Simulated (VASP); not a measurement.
# Al (Fmmm) in VASP: further runs, part 2 of 2

VASP 6.6.1. Earlier steps stand in the parts before.

### 3 Single point, PBE (strain +0.0187 x Voigt [0, 0, 0, 0, 0, 1])

INCAR reads:

```
PREC     = Accurate       # precision mode
ENCUT    = 520            # plane-wave cutoff, eV
EDIFF    = 1E-6           # SCF threshold, eV
ISMEAR   = 0              # smearing method
SIGMA    = 0.15           # smearing width, eV
LREAL    = F              # projectors in reciprocal space
LASPH    = T              # aspherical terms in the spheres
NELM     = 60             # most SCF steps
ALGO     = Fast           # electronic algorithm
ISIF     = 2              # what is computed and relaxed
LWAVE    = F              # write WAVECAR
LCHARG   = T              # write CHGCAR
GGA      = PE             # functional
LELF     = T              # ELF
LVHAR    = T            
NBANDS   = 8              # bands
```

KPOINTS reads:

```
regular mesh
0
Gamma
  26 26 26
```

POSCAR reads:

```
Al
1.0
   -1.6023865011      1.6023865011      1.6175102217
    1.6023865011     -1.6023865011      1.6175102217
    1.6326339423      1.6326339423     -1.6175102217
Al
1
Direct
    0.0000000000      0.0000000000      0.0000000000
```

Potentials or basis: VASP PAW PBE potentials, release 64 (Al).

Launch:

```sh
$ cat potpaw_PBE.64/Al/POTCAR > POTCAR
$ mpirun -np 1 vasp_std > vasp.out
```

OUTCAR:

```text
PREC = Accurate
   ENCUT = 520
   EDIFF = 1E-6
   ISMEAR = 0
   LREAL = F
   LASPH = T
   NELM = 60
   ISIF = 2
   GGA = PE

 ion  position               nearest neighbor table
   1  0.000  0.000  0.000-

  LATTYP: Found a face centered orthorhombic cell.
 ALAT       =     3.2350204434
 B/A-ratio  =     1.4009906655
 C/A-ratio  =     1.4274364592

  Lattice vectors:

 A1 = (   3.2350204434,   0.0302474412,   0.0000000000)
 A2 = (   1.6326339423,   1.6326339423,   1.6175102217)
 A3 = (   1.6023865011,  -1.6023865011,   1.6175102217)

Analysis of symmetry for initial positions (statically):
=====================================================================
 Subroutine PRICEL returns:
 Original cell was already a primitive cell.

 Routine SETGRP: Setting up the symmetry group for a
 face centered orthorhombic supercell.

 Subroutine GETGRP returns: Found  8 space group operations
 (whereof  8 operations were pure point group operations)
 out of a pool of  8 trial point group operations.

The static configuration has the point symmetry D_2h.

Analysis of symmetry for dynamics (positions and initial velocities):
=====================================================================
 Subroutine PRICEL returns:
 Original cell was already a primitive cell.

 Routine SETGRP: Setting up the symmetry group for a
 face centered orthorhombic supercell.

 Subroutine GETGRP returns: Found  8 space group operations
 (whereof  8 operations were pure point group operations)
 out of a pool of  8 trial point group operations.

The dynamic configuration has the point symmetry D_2h.

 Subroutine INISYM returns: Found  8 space group operations
 (whereof  8 operations are pure point group operations),
 and found     1 'primitive' translations

[... 109 lines left out ...]
   IALGO  =     68    algorithm
   IMIX   =      4    mixing-type and parameters
     AMIX     =   0.40;   BMIX     =  1.00
     AMIX_MAG =   1.60;   BMIX_MAG =  1.00
  volume/ion in A,a.u.               =      16.93       114.22
  Fermi-wavevector in a.u.,A,eV,Ry     =   0.919590  1.737773 11.505707  0.845646
  Thomas-Fermi vector in A             =   2.044801
   LORBIT       =      0    0 simple, 1 ext, 2 COOP (PROOUT), +10 PAW based schemes
   GGA     = PE    functional components
   LHFCALC =     F    Hartree Fock is set to
   AEXX    =    0.0000 exact exchange contribution
   IVDW    =     0    specifies the selected vdW correction
   LEPSILON=     F    determine dielectric tensor
   LRPA    =     F    only Hartree local field effects (RPA)
 non-spin polarized calculation
 RMM-DIIS sequential band-by-band and
 Gauss-broadening in eV      SIGMA  =   0.15
  energy-cutoff  :      520.00
  volume of cell :       16.93
 maximum number of plane-waves:       472
 NGX is ok and might be reduce to    24
   NGX = 11   NGY = 11   NGZ = 11

 number of electron       3.0000000 magnetization

 Free energy of the ion-electron system (eV)
  ---------------------------------------------------
  ext. energy  EPLUGINS =         0.00000000
  ---------------------------------------------------
  free energy    TOTEN  =        -3.65201996 eV

  energy without entropy =       -3.64724488  energy(sigma->0) =       -3.64963242

 E-fermi :   7.7388     XC(G=0): -10.1090

 val. band max:        7.7286461417   @ k =  -0.4231  -0.4615   0.3077
 cond. band min:       7.7407951217   @ k =   0.3846   0.1923   0.1923
 fundamental gap:      0.0121489800
 Fermi energy:         7.7387887531

 k-point     1 :       0.0000    0.0000    0.0000
  band No.  band energies     occupation
      1      -3.2179      2.00000
      2      20.7256      0.00000
      3      20.8056      0.00000
      4      20.9816      0.00000
      5      21.8107      0.00000
      6      22.0712      0.00000
      7      22.2879      0.00000
      8      23.8635      0.00000
[... 243 lines left out ...]
 k-point    24 :       0.3846    0.0385   -0.0000
  band No.  band energies     occupation
      1       1.3514      2.00000
      2       6.5928      2.00000
      3      15.3423      0.00000
      4      15.9751      0.00000
      5      18.0792      0.00000
      6      19.7459      0.00000
      7      26.6523      0.00000
      8      28.3908      0.00000

 [... further k-points ...]

------------------------ aborting loop because EDIFF is reached ----------------------------------------

  FORCE on cell =-STRESS in cart. coord.  units (eV):
  Direction    XX          YY          ZZ          XY          YZ          ZX
  --------------------------------------------------------------------------------------
  -------------------------------------------------------------------------------------
  Total       -0.0000967     -0.0000967     -0.0081995     -0.0801341     -0.0000000     -0.0000000
  in kB       -0.0091497     -0.0091497     -0.7761295     -7.5851637     -0.0000000     -0.0000000
  external PRESSURE =      -0.2648096 kB  Pullay stress =       0.0000000 kB

 VOLUME and BASIS-vectors are now :
 -----------------------------------------------------------------------------
  energy-cutoff  :      520.00
  volume of cell :       16.93
      direct lattice vectors                 reciprocal lattice vectors
    -1.602386501  1.602386501  1.617510222    -0.002890497  0.309144084  0.309117057
     1.602386501 -1.602386501  1.617510222     0.309144084 -0.002890497  0.309117057
     1.632633942  1.632633942 -1.617510222     0.306253586  0.306253586  0.000000000

 POSITION                                       TOTAL-FORCE (eV/Angst)
 -----------------------------------------------------------------------------------
      0.00000      0.00000      0.00000         0.000000      0.000000      0.000000
 -----------------------------------------------------------------------------------
    total drift:                                0.000000      0.000000      0.000000

  FREE ENERGIE OF THE ION-ELECTRON SYSTEM (eV)
  ---------------------------------------------------
  free  energy   TOTEN  =        -3.6520199629 eV

  energy  without entropy=       -3.6472448830  energy(sigma->0) =       -3.64963242
```

OSZICAR:

```text
N       E                     dE             d eps       ncg     rms          rms(c)
DAV:   1    -0.231140797587E+01   -0.23114E+01   -0.84997E+02 39672   0.203E+02
DAV:   2    -0.366876139149E+01   -0.13574E+01   -0.13132E+01 55424   0.183E+01
DAV:   3    -0.367578339306E+01   -0.70220E-02   -0.70155E-02 48320   0.145E+00
DAV:   4    -0.367580396560E+01   -0.20573E-04   -0.20573E-04 58192   0.713E-02
DAV:   5    -0.367580404160E+01   -0.76004E-07   -0.75510E-07 48824   0.287E-03    0.121E+00
RMM:   6    -0.366177660011E+01    0.14027E-01   -0.12888E-03 39540   0.197E-01    0.703E-01
RMM:   7    -0.365200335687E+01    0.97732E-02   -0.40256E-03 45665   0.333E-01    0.115E-01
RMM:   8    -0.365201746887E+01   -0.14112E-04   -0.17020E-04 43392   0.815E-02    0.202E-02
RMM:   9    -0.365202009260E+01   -0.26237E-05   -0.22785E-05 44217   0.295E-02    0.118E-02
RMM:  10    -0.365201996290E+01    0.12970E-06   -0.45089E-06 45021   0.131E-02
   1 F= -.36520200E+01 E0= -.36496324E+01  d E =-.477508E-02
```

stdout:

```text
POSCAR found type information on POSCAR Al
 POSCAR found :  1 types and       1 ions
 scaLAPACK will be used
 LDA part: xc-table for (Slater+PW92), standard interpolation
 POSCAR, INCAR and KPOINTS ok, starting setup
 FFT: planning ... GRIDC
 FFT: planning ... GRID_SOFT
 FFT: planning ... GRID
 WAVECAR not read
 entering main loop
```

Wall time 84 s (1 thread of Intel Xeon 6975P-C (Granite Rapids), shared host); peak memory 0.38 GiB.

What came out:

```
Free energy            : -3.6520 eV
Pressure               : 0.0 GPa
Band gap on the k mesh : zero (an odd number of electrons rules out a gap without spin polarisation)
```

Caveat: the cell differs from its parent crystal (strain +0.0187 x Voigt [0, 0, 0, 0, 0, 1]).
